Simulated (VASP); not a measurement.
Input of a VASP 6.6.1 run:

INCAR

```
PREC = Accurate ; ENCUT = 520
EDIFF = 1E-6 ; ISMEAR = 0
SIGMA = 0.15 ; LREAL = F
LASPH = T ; NELM = 80
ALGO = Fast ; ISIF = 2
LWAVE = F ; LCHARG = F
GGA = PS ; NBANDS = 22
```

KPOINTS

```
regular mesh
0
Gamma
  10 10 10
```

POSCAR

```
Al
1.0
    3.2126361663      3.2126361663      3.2126361663
   -3.2126361663     -3.2126361663      3.2126361663
    3.2126361663     -3.2126361663     -3.2126361663
Al
8
Direct
   -0.0364186898      0.5000000000      0.4635813102
    0.0000000000      0.0000000000      0.5000000000
    0.0000000000      0.5000000000      0.0000000000
    0.0000000000      0.0000000000      0.0000000000
    0.5000000000      0.5000000000      0.5000000000
    0.5000000000      0.0000000000      0.5000000000
    0.5000000000      0.5000000000      0.0000000000
    0.5000000000      0.0000000000      0.0000000000
```

Potentials or basis: VASP PAW PBE potentials, release 64 (Al).

Run with:

```console
$ cat potpaw_PBE.64/Al/POTCAR > POTCAR
$ mpirun -np 1 vasp_std > vasp.out
```

Q: What does it give for the band gap on the k mesh?

A: Zero (bands 12 and 13 overlap by 4.81 eV).

Q: What does it give for the largest force?

A: 0.999 eV/Å.

Q: Predict the pressure.

A: 0.5 GPa.

Forces in eV/Å, atoms in the order of the input:
```
Al   0.999  0.000  0.000
Al  -0.227 -0.328  0.328
Al  -0.227  0.328  0.328
Al  -0.020  0.000  0.000
Al  -0.227 -0.328 -0.328
Al  -0.020  0.000  0.000
Al  -0.050  0.000  0.000
Al  -0.227  0.328 -0.328
```

Caveat: the cell differs from its parent crystal (atom 1 (Al) moved by -0.234 Å along [1 0 0] and +0.000 Å along [0 1 0]); the PAW data sets were made with another functional, which shifts forces and pressure a little.
